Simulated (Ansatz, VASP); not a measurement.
One calculation of TaN, two programs

```
Ta N
1.0
     2.93994    0.00000    0.00000
    -1.46997    2.54606    0.00000
     0.00000    0.00000    2.89018
Ta N
1 1
Direct
  0.00000 0.00000 0.50000
  0.66667 0.33333 0.00000
```

Alike in both runs: task relaxation of cell and atoms; functional r2SCAN; k mesh 18 × 18 × 14; occupations gaussian, width 0.1 eV; no spin polarisation.

|  | VASP | Ansatz |
| --- | --- | --- |
| version | VASP 6.6.1 | Ansatz 0.2.0 |
| potentials or method | VASP PAW PBE potentials, release 64 (Ta_pv, N), cutoff 600 eV | scalar-relativistic, plane waves, PAW |
| valence electrons in the cell | 16 | 18 |

Ansatz gave:

| Quantity | Value |
| --- | --- |
| gap on the k mesh at the Fermi level, each at its own relaxed structure (eV) | none |
| relaxed volume (Å³/atom) | 10.77 |
| relaxed cell length with the largest relative difference (Å) | 2.885 |

Problem. What did VASP give for the same quantities?

Solution. gap on the k mesh at the Fermi level, each at its own relaxed structure (eV): none; relaxed volume (Å³/atom): 10.82; relaxed cell length with the largest relative difference (Å): 2.889.

VASP's potentials were made for PBE, not for r2SCAN. A gap of «none» marks a metal or a gap that the smearing closes. VASP's potentials hold 16 valence electrons a cell and Ansatz's 18, so a difference there can come from the potentials and not from the codes.

Spin-orbit coupling is off throughout.
